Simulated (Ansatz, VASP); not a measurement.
# One calculation of CuI, two programs

```
Cu I
1.0
     3.73317   -3.71109    0.00000
     3.73317    3.71109    0.00000
     0.00000    0.00000    4.30700
Cu I
2 2
Direct
  0.42044 0.57956 0.75000
  0.57956 0.42044 0.25000
  0.77004 0.22996 0.75000
  0.22996 0.77004 0.25000
```

Alike in both runs: task single point; functional r2SCAN; k mesh 6 × 6 × 8; occupations gaussian, width 0.05 eV; no spin polarisation.

```csv
,VASP,Ansatz
version,VASP 6.6.1,Ansatz 0.2.0
potentials or method,"VASP PAW PBE potentials, release 64 (Cu, I), cutoff 520 eV","scalar-relativistic, plane waves, PAW"
valence electrons in the cell,36,72
```

VASP gave:

* gap on the k mesh at the Fermi level (eV): 1.41
* pressure (GPa): 0.1
* rms of the force components (eV/Å): 0.025

**Question.** Which values does Ansatz return?

**Answer.** gap on the k mesh at the Fermi level (eV): 1.40; pressure (GPa): 0.1; rms of the force components (eV/Å): 0.016.

VASP's potentials were made for PBE, not for r2SCAN. Atom by atom the forces differ by 0.009 eV/Å (rms over components). VASP's potentials hold 36 valence electrons a cell and Ansatz's 72, so a difference there can come from the potentials and not from the codes.

Spin-orbit coupling is off throughout.
